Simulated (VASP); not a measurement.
Bi: single point with RPBE

Crystal: Bi.

```
Bi
1.0
     5.79102    0.00000    0.00000
    -2.89551    5.01517    0.00000
     0.00000    0.00000    3.40202
Bi
3
Direct
  0.00000 0.00000 0.00000
  0.33333 0.66667 0.50000
  0.66667 0.33333 0.50000
```

* Program: VASP 6.6.1
* Task: single point
* Functional: RPBE
* Potentials or basis: VASP PAW PBE potentials, release 64 (Bi_d)
* Cutoff: 520 eV
* k mesh: 8 × 8 × 12
* Occupations: fermi-dirac, width 0.1 eV
* Spin: no spin polarisation

```yaml
Pressure: -0.2 GPa
```

Stress tensor (GPa, compression positive):
```
-0.48  0.00  0.00
 0.00 -0.48  0.00
 0.00  0.00  0.34
```

Levels at points of the mesh, in eV from the Fermi level:
| k point | band 21 | band 22 | band 23 | band 24 | band 25 | band 26 |
| --- | --- | --- | --- | --- | --- | --- |
| (0.00, 0.00, 0.00) | -3.08 | -3.08 | 1.72 | 4.56 | 4.56 | 5.16 |
| (0.50, 0.00, 0.00) | -1.35 | 1.02 | 1.36 | 1.80 | 3.18 | 3.19 |
| (0.00, 0.00, 0.50) | -1.86 | -1.69 | -1.69 | -0.32 | -0.32 | 0.89 |
| (0.50, 0.00, 0.50) | -2.87 | -2.36 | -0.65 | 0.96 | 1.85 | 1.97 |

Wall time 2.3 min on 1 thread of AMD EPYC 7R13 Processor (Zen 3), on a shared host, peak memory 0.29 GiB.

Caveat: the PAW data sets were made with another functional, which shifts forces and pressure a little; spin-orbit coupling is left out, which moves the levels of the heavy elements.
